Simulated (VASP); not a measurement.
A run of VASP 6.6.1:

The input POSCAR:

```
ZnGeP2
1.0
   -2.6416403673      2.6416403673      5.5040158007
    2.6416403673     -2.6416403673      5.5040158007
    2.6416403673      2.6416403673     -5.5040158007
Zn Ge P
2 2 4
Direct
    0.7500000000      0.2500000000      0.5000000000
    0.0000000000      0.0000000000      0.0000000000
    0.2500000000      0.7500000000      0.5000000000
    0.5000000000      0.5000000000      0.0000000000
    0.1268754166      0.6250000000      0.0018754166
    0.8750000000      0.8731245834      0.4981245834
    0.3750000000      0.3768754166      0.5018754166
    0.6231245834      0.1250000000      0.9981245834
```

File INCAR.step1:

```
PREC = Accurate
ENCUT = 550
ISMEAR = 0
SIGMA = 0.01
LREAL = False
LASPH = True
NELM = 120
NBANDS = 46
GGA = PE
ALGO = Normal
EDIFF = 1E-5
LWAVE = True
LCHARG = False
GGA_COMPAT = False
```

The input INCAR.step2:

```
PREC = Accurate
ENCUT = 550
EDIFF = 1E-6
ISMEAR = 0
SIGMA = 0.01
LREAL = False
LASPH = True
NELM = 120
ALGO = Normal
ISIF = 2
LWAVE = False
LCHARG = False
METAGGA = R2SCAN
LMIXTAU = True
NBANDS = 46
ISTART = 1
GGA_COMPAT = False
```

The input KPOINTS:

```
regular mesh
0
Gamma
  6 6 6
```

Potentials or basis: VASP PAW PBE potentials, release 64 (Zn, Ge_d, P).

Launch:

```bash
$ cat potpaw_PBE.64/Zn/POTCAR potpaw_PBE.64/Ge_d/POTCAR potpaw_PBE.64/P/POTCAR > POTCAR
$ cp INCAR.step1 INCAR
$ mpirun -np 1 vasp_std > vasp.out
$ cp INCAR.step2 INCAR
$ mpirun -np 1 vasp_std > vasp.out
```

Hardware: 1 thread of Intel(R) Xeon(R) 6975P-C (Granite Rapids) (shared host).

Task: Estimate the wall time of this run.

Result: Wall time 14 min on 1 thread of Intel(R) Xeon(R) 6975P-C (Granite Rapids), on a shared host, peak memory 0.53 GiB. Counts: k points 30.
